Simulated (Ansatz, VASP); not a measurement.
## NbP2: VASP beside Ansatz

Contents of POSCAR:

```
NbP2
1.0
    0.0000000000      3.6562883452      3.6562883452
    3.6562883452      0.0000000000      3.6562883452
    3.6562883452      3.6562883452      0.0000000000
Nb P
2 4
Direct
    0.0000000000      0.0000000000      0.0000000000
    0.2500000000      0.2500000000      0.2500000000
    0.6250000000      0.6250000000      0.6250000000
    0.1250000000      0.6250000000      0.6250000000
    0.6250000000      0.6250000000      0.1250000000
    0.6250000000      0.1250000000      0.6250000000
```

Contents of INCAR.step1:

```
  PREC = Accurate
  ENCUT = 600
  ISMEAR = 0
  SIGMA = 0.1
  LREAL = False
  LASPH = True
  NELM = 100
  GGA = PE
  ALGO = Normal
  EDIFF = 1E-4
  LWAVE = True
  LCHARG = False
```

Contents of INCAR.step2:

```
  PREC = Accurate
  ENCUT = 600
  EDIFF = 1E-6
  ISMEAR = 0
  SIGMA = 0.1
  LREAL = False
  LASPH = True
  NELM = 100
  ALGO = Normal
  ISIF = 3
  LWAVE = False
  LCHARG = False
  METAGGA = R2SCAN
  LMIXTAU = True
  IBRION = 2
  NSW = 90
  EDIFFG = -0.04
  ISTART = 1
```

File KPOINTS:

```
Automatic mesh
0
Gamma
  4 4 4
```

Input for Ansatz:

```yaml
crystal:
  lattice:
    - [0.0, 3.6562883452, 3.6562883452]
    - [3.6562883452, 0.0, 3.6562883452]
    - [3.6562883452, 3.6562883452, 0.0]
  atoms:
    - { symbol: Nb, position: [0.0, 0.0, 0.0] }
    - { symbol: Nb, position: [0.25, 0.25, 0.25] }
    - { symbol: P, position: [0.625, 0.625, 0.625] }
    - { symbol: P, position: [0.125, 0.625, 0.625] }
    - { symbol: P, position: [0.625, 0.625, 0.125] }
    - { symbol: P, position: [0.625, 0.125, 0.625] }
basis:
  ecutwfc: 500
kpoints:
  mp_grid: { grid: [4, 4, 4] }
hamiltonian:
  xc: r2scan
scf:
  occupations: { method: gaussian, width: 0.1 }
  lower_state_search: "off"
output:
  forces: true
  stress: true
  eigenvalues: true
relax:
  adjacent_minimum: "off"
  f_tol: 0.04
  max_steps: 70
  cell: { stress_tol: 0.4 }
```

Alike in both runs: task relaxation of cell and atoms; functional r2SCAN; k mesh 4 × 4 × 4; occupations gaussian, width 0.1 eV; no spin polarisation.

|  | VASP | Ansatz |
| --- | --- | --- |
| version | VASP 6.6.1 | Ansatz 0.2.0 |
| potentials or method | VASP PAW PBE potentials, release 64 (Nb_sv, P), cutoff 600 eV | scalar-relativistic, plane waves, PAW |
| valence electrons in the cell | 46 | 46 |

```tsv
	VASP	Ansatz	Ansatz less VASP
gap on the k mesh at the Fermi level, each at its own relaxed structure (eV)	none	none	-
relaxed volume (Å³/atom)	14.43	14.43	+0.008
relaxed length of the cell vector where the two differ most in proportion (Å)	4.965	4.966	+0.0009
```

VASP's potentials were made for PBE, not for r2SCAN. A gap of «none» marks a metal or a gap that the smearing closes.

The k mesh is coarse, so the values compare programs but aren't converged.
